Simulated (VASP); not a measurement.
## TiPt3: single point with PBE

The system is TiPt3.

```
Pt Ti
1.0
     3.84433    0.00000    0.00000
     0.00000    3.84433    0.00000
     0.00000    0.00000    3.84433
Pt Ti
3 1
Direct
  0.50000 0.50000 0.00000
  0.50000 0.00000 0.50000
  0.00000 0.50000 0.50000
  0.00000 0.00000 0.00000
```

* Program: VASP 6.6.1
* Task: single point
* Functional: PBE
* Potentials or basis: VASP PAW PBE potentials, release 64 (Pt, Ti_sv)
* Cutoff: 520 eV
* k mesh: 7 × 7 × 7
* Occupations: fermi-dirac, width 0.05 eV
* Spin: no spin polarisation

```yaml
Pressure: 22.5 GPa
Band_gap_on_the_k_mesh: zero (bands 21 and 22 overlap by 1.63 eV)
```

Levels at points of the mesh, in eV from the Fermi level:
```
           k point  band 19  band 20  band 21  band 22  band 23  band 24
(0.00, 0.00, 0.00)     0.04     0.04     1.46     1.46     1.54     1.54
```

It took 34 s on 1 thread of Intel(R) Xeon(R) Platinum 8259CL CPU @ 2.50GHz (Skylake/Cascade Lake) (shared host), peak memory 0.18 GiB.

Caveat: the cell stands under pressure; spin-orbit coupling is left out, which moves the levels of the heavy elements.
